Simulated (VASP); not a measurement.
# CaC2 (I4/mmm) in VASP: further runs, part 2 of 2

VASP 6.6.1. The steps go on from the part before.

### 4 Single point, LDA (strain +0.025 along x and y, +0.000 along z)

Contents of INCAR:

```
SYSTEM = CaC2
PREC     = Accurate       ! precision mode
ENCUT    = 520            ! plane-wave cutoff, eV
EDIFF    = 1E-7           ! SCF threshold, eV
ISMEAR   = 0              ! smearing method
SIGMA    = 0.05           ! smearing width, eV
LREAL    = .False.        ! projectors in reciprocal space
LASPH    = .True.         ! aspherical terms in the spheres
NELM     = 80             ! most SCF steps
ALGO     = Normal         ! electronic algorithm
ISIF     = 2              ! what is computed and relaxed
LWAVE    = .False.        ! write WAVECAR
LCHARG   = .True.         ! write CHGCAR
LELF     = .True.         ! ELF
LVHAR    = .True.       
NBANDS   = 16             ! bands
```

Contents of KPOINTS:

```
Automatic mesh
0
Gamma
  10 10 10
  0 0 0
```

Contents of POSCAR:

```
CaC2
1.0
   -1.9826560644      1.9826560644      3.2021112425
    1.9826560644     -1.9826560644      3.2021112425
    1.9826560644      1.9826560644     -3.2021112425
Ca C
1 2
Direct
    0.0000000000      0.0000000000      0.0000000000
    0.5978927200      0.5978927200      0.0000000000
    0.4021072800      0.4021072800      0.0000000000
```

Started as:

```
> cat potpaw_LDA.64/Ca_sv/POTCAR potpaw_LDA.64/C/POTCAR > POTCAR
> mpirun -np 1 vasp_std > vasp.out
```

It took 2.7 min on 1 thread of AMD EPYC 7R13, shared host; peak memory 0.19 GiB.

The run converged. Its results:

- Free energy: -22.0632 eV
- Pressure: -5.7 GPa
- Largest force: 0.266 eV/Å
- Band gap on the k mesh: 1.40 eV, indirect (least direct gap 2.40 eV)

Forces on the atoms (eV/Å):
```
Ca   0.000  0.000  0.000
C    0.000  0.000  0.266
C    0.000  0.000 -0.266
```

Stress tensor (GPa, compression positive):
```
-6.14  0.00  0.00
 0.00 -6.14  0.00
 0.00  0.00 -4.88
```

Levels at points of the mesh, in eV from the valence-band top:
| k point | band 6 | band 7 | band 8 | band 9 | band 10 | band 11 | band 12 | band 13 |
| --- | --- | --- | --- | --- | --- | --- | --- | --- |
| (0.00, 0.00, 0.00) | -2.55 | -2.00 | -0.89 | -0.89 | 3.21 | 3.21 | 4.34 | 4.89 |
| (0.50, 0.00, 0.00) | -4.00 | -2.15 | -1.67 | -0.71 | 4.89 | 5.89 | 5.92 | 6.07 |
| (0.50, 0.50, 0.00) | -2.79 | -2.57 | -1.44 | -1.00 | 1.40 | 5.93 | 6.22 | 6.94 |
| (0.50, 0.50, 0.50) | -4.18 | -1.51 | -1.51 | -0.02 | 3.20 | 5.51 | 6.13 | 6.66 |

Caveat: the cell differs from its parent crystal (strain +0.025 along x and y, +0.000 along z). A k mesh can miss the band edges.

### 5 Single point, LDA (strain +0.050 along x and y, -0.025 along z)

Contents of INCAR:

```
PREC     = Accurate       # precision mode
ENCUT    = 520            # plane-wave cutoff, eV
EDIFF    = 1E-6           # SCF threshold, eV
ISMEAR   = 0              # smearing method
SIGMA    = 0.05           # smearing width, eV
LREAL    = False          # projectors in reciprocal space
LASPH    = True           # aspherical terms in the spheres
NELM     = 80             # most SCF steps
ALGO     = Normal         # electronic algorithm
ISIF     = 2              # what is computed and relaxed
LWAVE    = False          # write WAVECAR
LCHARG   = False          # write CHGCAR
NBANDS   = 16             # bands
```

Contents of KPOINTS:

```
Automatic mesh
0
Gamma
  10 10 10
```

Contents of POSCAR:

```
CaC2
1.0
   -2.0310135294      2.0310135294      3.1220584614
    2.0310135294     -2.0310135294      3.1220584614
    2.0310135294      2.0310135294     -3.1220584614
Ca C
1 2
Direct
    0.0000000000      0.0000000000      0.0000000000
    0.5978927200      0.5978927200      0.0000000000
    0.4021072800      0.4021072800      0.0000000000
```

Potentials or basis: VASP PAW LDA potentials, release 64 (Ca_sv, C).

Started as:

```
> cat potpaw_LDA.64/Ca_sv/POTCAR potpaw_LDA.64/C/POTCAR > POTCAR
> mpirun -np 1 vasp_std > vasp.out
```

OUTCAR:

```text
PREC = Accurate
   ENCUT = 520
   EDIFF = 1E-6
   ISMEAR = 0
   LREAL = False
   LASPH = True
   NELM = 80
   ISIF = 2

 ion  position               nearest neighbor table
   1  0.000  0.000  0.000-   2 2.51   3 2.51
   2  0.598  0.598  0.000-   3 1.22   1 2.51
   3  0.402  0.402  0.000-   2 1.22   1 2.51

  LATTYP: Found a body centered tetragonal cell.
 ALAT       =     4.0620270588
 C/A-ratio  =     1.5371923506

  Lattice vectors:

 A1 = (  -2.0310135294,   2.0310135294,   3.1220584614)
 A2 = (   2.0310135294,  -2.0310135294,   3.1220584614)
 A3 = (   2.0310135294,   2.0310135294,  -3.1220584614)

Analysis of symmetry for initial positions (statically):
=====================================================================
 Subroutine PRICEL returns:
 Original cell was already a primitive cell.

 Routine SETGRP: Setting up the symmetry group for a
 body centered tetragonal supercell.

 Subroutine GETGRP returns: Found 16 space group operations
 (whereof 16 operations were pure point group operations)
 out of a pool of 16 trial point group operations.

The static configuration has the point symmetry D_4h.

[... 158 lines left out ...]
  free energy    TOTEN  =       -21.94275540 eV

  energy without entropy =      -21.94275540  energy(sigma->0) =      -21.94275540

 E-fermi :   0.8567     XC(G=0):  -9.4592

 val. band max:        0.6235021016   @ k =  -0.4000  -0.4000   0.4000
 cond. band min:       2.3258760626   @ k =   0.5000   0.5000   0.0000
 fundamental gap:      1.7023739610
 Fermi energy:         0.8566924412

 k-point     1 :       0.0000    0.0000    0.0000
  band No.  band energies     occupation
      1     -37.8119      2.00000
      2     -19.1314      2.00000
      3     -19.1314      2.00000
      4     -18.9827      2.00000
      5     -11.7909      2.00000
      6      -1.7639      2.00000
[... 433 lines left out ...]
      3     -19.1784      2.00000
      4     -19.0231      2.00000
      5     -11.4841      2.00000
      6      -2.6505      2.00000
[... 8 lines left out ...]
     15       8.3000      0.00000
     16       8.8590      0.00000

 [... further k-points ...]
[... 5 lines left out ...]
  --------------------------------------------------------------------------------------
  -------------------------------------------------------------------------------------
  Total       -2.4380177     -2.4380177      2.8215494      0.0000000      0.0000000      0.0000000
  in kB      -75.8264587    -75.8264587     87.7549429      0.0000000      0.0000000      0.0000000
  external PRESSURE =     -21.2993248 kB  Pullay stress =       0.0000000 kB

 VOLUME and BASIS-vectors are now :
 -----------------------------------------------------------------------------
  energy-cutoff  :      520.00
  volume of cell :       51.51
      direct lattice vectors                 reciprocal lattice vectors
    -2.031013529  2.031013529  3.122058461     0.000000000  0.246182506  0.160150749
     2.031013529 -2.031013529  3.122058461     0.246182506  0.000000000  0.160150749
     2.031013529  2.031013529 -3.122058461     0.246182506  0.246182506  0.000000000

 POSITION                                       TOTAL-FORCE (eV/Angst)
 -----------------------------------------------------------------------------------
      0.00000      0.00000      0.00000         0.000000      0.000000     -0.000000
      0.00000      0.00000      3.73331        -0.000000     -0.000000      2.822583
      0.00000      0.00000      2.51080         0.000000      0.000000     -2.822583
 -----------------------------------------------------------------------------------
    total drift:                                0.000000      0.000000      0.000000

  FREE ENERGIE OF THE ION-ELECTRON SYSTEM (eV)
  ---------------------------------------------------
  free  energy   TOTEN  =       -21.9427553963 eV

  energy  without entropy=      -21.9427553963  energy(sigma->0) =      -21.94275540
```

OSZICAR:

```text
N       E                     dE             d eps       ncg     rms          rms(c)
DAV:   1     0.115799323061E+03    0.11580E+03   -0.87787E+03  3264   0.106E+03
DAV:   2    -0.190598627164E+02   -0.13486E+03   -0.12932E+03  4168   0.264E+02
DAV:   3    -0.250707227729E+02   -0.60109E+01   -0.59887E+01  4336   0.553E+01
DAV:   4    -0.253316370657E+02   -0.26091E+00   -0.26081E+00  5152   0.983E+00
DAV:   5    -0.253336706554E+02   -0.20336E-02   -0.20335E-02  4288   0.875E-01    0.980E+00
DAV:   6    -0.221937736133E+02    0.31399E+01   -0.67644E+00  3728   0.131E+01    0.456E+00
DAV:   7    -0.219637841146E+02    0.22999E+00   -0.16777E+00  4888   0.652E+00    0.191E+00
DAV:   8    -0.219567236604E+02    0.70605E-02   -0.28665E-01  4240   0.314E+00    0.587E-01
DAV:   9    -0.219427526169E+02    0.13971E-01   -0.42266E-02  4032   0.119E+00    0.181E-01
DAV:  10    -0.219427420260E+02    0.10591E-04   -0.64255E-03  4976   0.465E-01    0.792E-02
DAV:  11    -0.219428080255E+02   -0.65999E-04   -0.33702E-04  4648   0.120E-01    0.507E-02
DAV:  12    -0.219427638545E+02    0.44171E-04   -0.11677E-04  4264   0.872E-02    0.169E-02
DAV:  13    -0.219427553948E+02    0.84597E-05   -0.59142E-05  4008   0.401E-02    0.414E-03
DAV:  14    -0.219427553963E+02   -0.14406E-08   -0.34707E-06  3544   0.127E-02
   1 F= -.21942755E+02 E0= -.21942755E+02  d E =-.257178E-13
```

stdout:

```text
POSCAR found type information on POSCAR CaC
 POSCAR found :  2 types and       3 ions
 scaLAPACK will be used
 LDA part: xc-table for (Slater(with rela. corr.)+CA(PZ))
 , standard interpolation
 POSCAR, INCAR and KPOINTS ok, starting setup
 FFT: planning ... GRIDC
 FFT: planning ... GRID_SOFT
 FFT: planning ... GRID
 WAVECAR not read
 entering main loop
```

It took 2.3 min on 1 thread of AMD EPYC 7R13, shared host; peak memory 0.18 GiB.

What came out:

* Free energy: -21.9428 eV
* Pressure: -2.1 GPa
* Largest force: 2.823 eV/Å
* Band gap on the k mesh: 1.70 eV, indirect (least direct gap 2.66 eV)

Forces in eV/Å, atoms in the order of the input:
```
Ca   0.000  0.000  0.000
C    0.000  0.000  2.823
C    0.000  0.000 -2.823
```

Levels at points of the mesh, in eV from the valence-band top:
| k point | band 5 | band 6 | band 7 | band 8 | band 9 | band 10 | band 11 | band 12 | band 13 | band 14 |
| --- | --- | --- | --- | --- | --- | --- | --- | --- | --- | --- |
| (0.00, 0.00, 0.00) | -12.41 | -2.39 | -1.72 | -0.83 | -0.83 | 3.37 | 3.37 | 4.65 | 4.76 | 5.73 |
| (0.50, 0.00, 0.00) | -12.08 | -3.76 | -1.93 | -1.56 | -0.52 | 5.16 | 5.93 | 6.14 | 6.20 | 6.31 |
| (0.50, 0.50, 0.00) | -12.15 | -2.50 | -2.46 | -1.29 | -0.96 | 1.70 | 6.19 | 6.52 | 6.93 | 7.16 |
| (0.50, 0.50, 0.50) | -12.17 | -3.78 | -1.48 | -1.48 | -0.05 | 3.36 | 5.51 | 6.25 | 6.82 | 6.82 |

Caveat: the cell differs from its parent crystal (strain +0.050 along x and y, -0.025 along z); forces of over 1 eV/Å act on the atoms, so gaps and moduli don't describe the material at rest.

### 6 The runs side by side

| cell | gap on the mesh (eV) | pressure (GPa) | largest force (eV/Å) |
| --- | --- | --- | --- |
| a = 4.334 Å, angles 127.0, 127.0, 78.3°, 3 atoms | 0.96 | -11.6 | 3.57 |
| a = 4.184 Å, angles 121.9, 121.9, 86.7°, 3 atoms | 1.76 | 3.8 | 5.78 |
| a = 4.256 Å, angles 124.5, 124.5, 82.4°, 3 atoms | 1.40 | -5.7 | 0.27 |
| a = 4.242 Å, angles 122.8, 122.8, 85.2°, 3 atoms | 1.70 | -2.1 | 2.82 |

Alike in all rows: task single point; level LDA; potentials or basis VASP PAW LDA potentials, release 64 (Ca_sv, C); no spin polarisation; k mesh 10 × 10 × 10; cutoff (eV) 520; smearing gaussian 0.05 eV.

Caveats: forces of over 1 eV/Å act on the atoms, so gaps and moduli don't describe the material at rest (some runs).

Absolute energies hang on the potentials; compare differences alone.
